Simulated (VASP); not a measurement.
Runs of VASP 6.6.1 on C. The structure is that of space group Fm-3m (No. 225), or close to it. The cells are those of the table. 

| cell | k mesh | cutoff (eV) | gap on the mesh (eV) | pressure (GPa) |
| --- | --- | --- | --- | --- |
| a = 2.203 Å, angles 60.0°, 1 atom | 20 × 20 × 20 | 520 | none | (a) |
| a = 2.057 Å, angles 60.0°, 1 atom | 20 × 20 × 20 | 520 | none | (b) |
| a = 2.175 Å, angles 60.0°, 1 atom | 20 × 20 × 20 | 520 | none | -6.2 |
| a = 2.147 Å, angles 60.0°, 1 atom | 20 × 20 × 20 | 520 | none | 0.1 |
| a = 2.147 Å, angles 60.0°, 1 atom | 29 × 29 × 29 | 520 | none | -0.1 |
| a = 2.118 Å, angles 60.0°, 1 atom | 20 × 20 × 20 | 520 | none | 7.7 |
| a = 2.147 Å, angles 60.0°, 1 atom | 18 × 18 × 18 | 600 | none | 0.1 |
| a = 2.229 Å, angles 60.0°, 1 atom | 20 × 20 × 20 | 520 | none | -16.0 |

Alike in all rows: task single point; level PBEsol; potentials or basis VASP PAW PBE potentials, release 64 (C); no spin polarisation; smearing fermi-dirac 0.1 eV.

Task: Estimate the missing entries.

Result: (a) -11.6; (b) 27.7.

Caveats: the PAW data sets were made with another functional, which shifts forces and pressure a little.

A gap of «none» marks levels without a gap at the run's occupations.
